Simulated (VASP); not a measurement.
# SnTe in VASP: further runs, part 2 of 2

VASP 6.6.1. Earlier steps stand in the parts before.

### Step 4. Single point, r2SCAN, non-collinear spin, zero start, spin-orbit coupling

This run uses another cell than the first one, of 32.44 Å³/atom, 0.981 times its volume.

POSCAR reads:

```
SnTe
1.0
    0.0000000000      3.1893303454      3.1893303454
    3.1893303454      0.0000000000      3.1893303454
    3.1893303454      3.1893303454      0.0000000000
Sn Te
1 1
Direct
    0.0000000000      0.0000000000      0.0000000000
    0.5000000000      0.5000000000      0.5000000000
```

INCAR.step1 reads:

```
PREC     = Accurate       # precision mode
ENCUT    = 520            # plane-wave cutoff, eV
ISMEAR   = -1             # smearing method
SIGMA    = 0.02           # smearing width, eV
LREAL    = F              # projectors in reciprocal space
LASPH    = T              # aspherical terms in the spheres
NELM     = 150            # most SCF steps
MAGMOM   = 0 0 0 0 0 0    # initial moments
LSORBIT  = T              # spin-orbit coupling
GGA_COMPAT= F            
NBANDS   = 32             # bands
GGA      = PE             # functional
ALGO     = Normal         # electronic algorithm
EDIFF    = 1E-4           # SCF threshold, eV
LWAVE    = T              # write WAVECAR
LCHARG   = F              # write CHGCAR
```

INCAR.step2 reads:

```
PREC     = Accurate       # precision mode
ENCUT    = 520            # plane-wave cutoff, eV
EDIFF    = 1E-7           # SCF threshold, eV
ISMEAR   = -1             # smearing method
SIGMA    = 0.02           # smearing width, eV
LREAL    = F              # projectors in reciprocal space
LASPH    = T              # aspherical terms in the spheres
NELM     = 150            # most SCF steps
ALGO     = Normal         # electronic algorithm
ISIF     = 2              # what is computed and relaxed
LWAVE    = F              # write WAVECAR
LCHARG   = F              # write CHGCAR
MAGMOM   = 0 0 0 0 0 0    # initial moments
LORBIT   = 11             # projections on sites
LSORBIT  = T              # spin-orbit coupling
GGA_COMPAT= F            
LORBMOM  = T            
METAGGA  = R2SCAN         # meta-GGA
LMIXTAU  = T            
NBANDS   = 32             # bands
ISTART   = 1
```

KPOINTS reads:

```
regular mesh
0
Gamma
  8 8 8
```

Potentials or basis: VASP PAW PBE potentials, release 64 (Sn_d, Te).

On the command line:

```sh
> cat potpaw_PBE.64/Sn_d/POTCAR potpaw_PBE.64/Te/POTCAR > POTCAR
> cp INCAR.step1 INCAR
> mpirun -np 1 vasp_ncl > vasp.out
> cp INCAR.step2 INCAR
> mpirun -np 1 vasp_ncl > vasp.out
```

OUTCAR:

```text
PREC = Accurate
   ENCUT = 520
   EDIFF = 1E-7
   ISMEAR = -1
   LREAL = F
   LASPH = T
   NELM = 150
   ISIF = 2
   LORBIT = 11
   LSORBIT = T
   METAGGA = R2SCAN
   ISTART = 1

 ion  position               nearest neighbor table
   1  0.000  0.000  0.000-   2 3.19   2 3.19   2 3.19   2 3.19   2 3.19   2 3.19
   2  0.500  0.500  0.500-   1 3.19   1 3.19   1 3.19   1 3.19   1 3.19   1 3.19

  LATTYP: Found a face centered cubic cell.
 ALAT       =     6.3786606908

  Lattice vectors:

 A1 = (   0.0000000000,   3.1893303454,   3.1893303454)
 A2 = (   3.1893303454,   0.0000000000,   3.1893303454)
 A3 = (   3.1893303454,   3.1893303454,   0.0000000000)

Analysis of symmetry for initial positions (statically):
=====================================================================
 Subroutine PRICEL returns:
 Original cell was already a primitive cell.

 Routine SETGRP: Setting up the symmetry group for a
 face centered cubic supercell.

[... 1104 lines left out ...]
 l=   3
     0.0000000     0.0000000     0.0000000     0.0000000     0.0000000     0.0000000     0.0000000
     0.0000000     0.0000000     0.0000000     0.0000000     0.0000000     0.0000000     0.0000000
     0.0000000     0.0000000     0.0000000     0.0000000     0.0000000     0.0000000     0.0000000
     0.0000000     0.0000000     0.0000000     0.0000000     0.0000000     0.0000000     0.0000000
     0.0000000     0.0000000     0.0000000     0.0000000     0.0000000     0.0000000     0.0000000
     0.0000000     0.0000000     0.0000000     0.0000000     0.0000000     0.0000000     0.0000000
     0.0000000     0.0000000     0.0000000     0.0000000     0.0000000     0.0000000     0.0000000

 Ion:    2  E_soc:     -0.1902639
 l=   1
     0.0000000    -0.0317092    -0.0317092
    -0.0317092     0.0000000    -0.0317092
    -0.0317092    -0.0317092     0.0000000
 l=   2
     0.0000000    -0.0000108     0.0000000    -0.0000108     0.0000094
    -0.0000108     0.0000000     0.0000070    -0.0000108     0.0000023
     0.0000000     0.0000070     0.0000000     0.0000070     0.0000000
    -0.0000108    -0.0000108     0.0000070     0.0000000     0.0000023
     0.0000094     0.0000023     0.0000000     0.0000023     0.0000000
 l=   3
     0.0000000     0.0000000     0.0000000     0.0000000     0.0000000     0.0000000     0.0000000
     0.0000000     0.0000000     0.0000000     0.0000000     0.0000000     0.0000000     0.0000000
     0.0000000     0.0000000     0.0000000     0.0000000     0.0000000     0.0000000     0.0000000
     0.0000000     0.0000000     0.0000000     0.0000000     0.0000000     0.0000000     0.0000000
     0.0000000     0.0000000     0.0000000     0.0000000     0.0000000     0.0000000     0.0000000
     0.0000000     0.0000000     0.0000000     0.0000000     0.0000000     0.0000000     0.0000000
     0.0000000     0.0000000     0.0000000     0.0000000     0.0000000     0.0000000     0.0000000

 total charge

# of ion       s       p       d       tot
------------------------------------------
    1        1.345   0.733   9.977  12.056
    2        1.383   1.999   0.028   3.409
--------------------------------------------------
tot          2.728   2.732  10.005  15.465

 magnetization (x)

# of ion       s       p       d       tot
------------------------------------------
    1        0.000   0.000  -0.000  -0.000
    2        0.000   0.000   0.000   0.000
--------------------------------------------------
tot          0.000   0.000  -0.000   0.000

 magnetization (y)

# of ion       s       p       d       tot
------------------------------------------
    1        0.000   0.000  -0.000   0.000
    2       -0.000   0.000   0.000  -0.000
--------------------------------------------------
tot          0.000   0.000  -0.000   0.000

 magnetization (z)

# of ion       s       p       d       tot
------------------------------------------
    1       -0.000   0.000   0.000  -0.000
    2        0.000   0.000   0.000   0.000
--------------------------------------------------
tot          0.000   0.000   0.000   0.000
```

OUTCAR.step1:

```text
PREC = Accurate
   ENCUT = 520
   ISMEAR = -1
   LREAL = F
   LASPH = T
   NELM = 150
   LSORBIT = T
   GGA = PE
   EDIFF = 1E-4
[... 1122 lines left out ...]
     0.0000000     0.0000000     0.0000000     0.0000000     0.0000000     0.0000000     0.0000000
     0.0000000     0.0000000     0.0000000     0.0000000     0.0000000     0.0000000     0.0000000
     0.0000000     0.0000000     0.0000000     0.0000000     0.0000000     0.0000000     0.0000000
     0.0000000     0.0000000     0.0000000     0.0000000     0.0000000     0.0000000     0.0000000
     0.0000000     0.0000000     0.0000000     0.0000000     0.0000000     0.0000000     0.0000000

=======================================================================

 ========================================================
```

OSZICAR.step1:

```text
N       E                     dE             d eps       ncg     rms          rms(c)
DAV:   1     0.173365303649E+03    0.17337E+03   -0.90613E+03  1952   0.144E+03
DAV:   2     0.149329065329E+02   -0.15843E+03   -0.15232E+03  1888   0.428E+02
DAV:   3    -0.675225648790E+01   -0.21685E+02   -0.21287E+02  2264   0.132E+02
DAV:   4    -0.773106489960E+01   -0.97881E+00   -0.97706E+00  2176   0.301E+01
DAV:   5    -0.777000661776E+01   -0.38942E-01   -0.38940E-01  2672   0.600E+00    0.488E+00
DAV:   6    -0.770766152201E+01    0.62345E-01   -0.12707E-01  2352   0.269E+00    0.313E+00
DAV:   7    -0.770819266592E+01   -0.53114E-03   -0.42801E-02  2456   0.102E+00    0.172E+00
DAV:   8    -0.770973392300E+01   -0.15413E-02   -0.21607E-03  2136   0.319E-01    0.503E-01
DAV:   9    -0.770987093407E+01   -0.13701E-03   -0.11881E-03  2392   0.309E-01    0.129E-01
DAV:  10    -0.770998679123E+01   -0.11586E-03   -0.17546E-04  1928   0.898E-02    0.374E-02
DAV:  11    -0.770999891827E+01   -0.12127E-04   -0.10447E-05  1192   0.284E-02
   1 F= -.77099989E+01 E0= -.77099603E+01  d E =-.772622E-04  mag=     0.0000    -0.0000    -0.0000
```

Wall time 18 min (1 thread of Intel Xeon Platinum 8259CL at 2.50GHz (Skylake/Cascade Lake), shared host); peak memory 0.49 GiB.

What came out:

- Free energy: -50.8240 eV
- Pressure: -0.2 GPa
- Net moment: 0.00 μB per cell
- Valence electrons inside the program's atomic spheres: Sn 12.06; Te 3.41

Moments on the atoms (μB; x, y, z):
```
Sn  0.00 0.00 0.00
Te  0.00 0.00 0.00
```

Caveat: the PAW data sets were made with another functional, which shifts forces and pressure a little.

### Step 5. Overview

```csv
spin,cell,gap on the mesh (eV),pressure (GPa)
off,"a = 4.531, b = 4.531, c = 4.555 Å, angles 59.8, 59.8, 60.4°, 2 atoms",0.19,-0.9
off,"a = 4.552, b = 4.552, c = 4.601 Å, angles 59.6, 59.6, 60.7°, 2 atoms",0.22,-1.6
"non-collinear, zero start, SOC","a = 4.510 Å, angles 60.0°, 2 atoms",-,-0.2
```

Alike in all rows: task single point; level r2SCAN; potentials or basis VASP PAW PBE potentials, release 64 (Sn_d, Te); k mesh 8 × 8 × 8; cutoff (eV) 520; smearing fermi-dirac 0.02 eV.

Caveats: the PAW data sets were made with another functional, which shifts forces and pressure a little; spin-orbit coupling is left out, which moves the levels of the heavy elements (some runs).

Absolute energies hang on the potentials; compare differences alone.
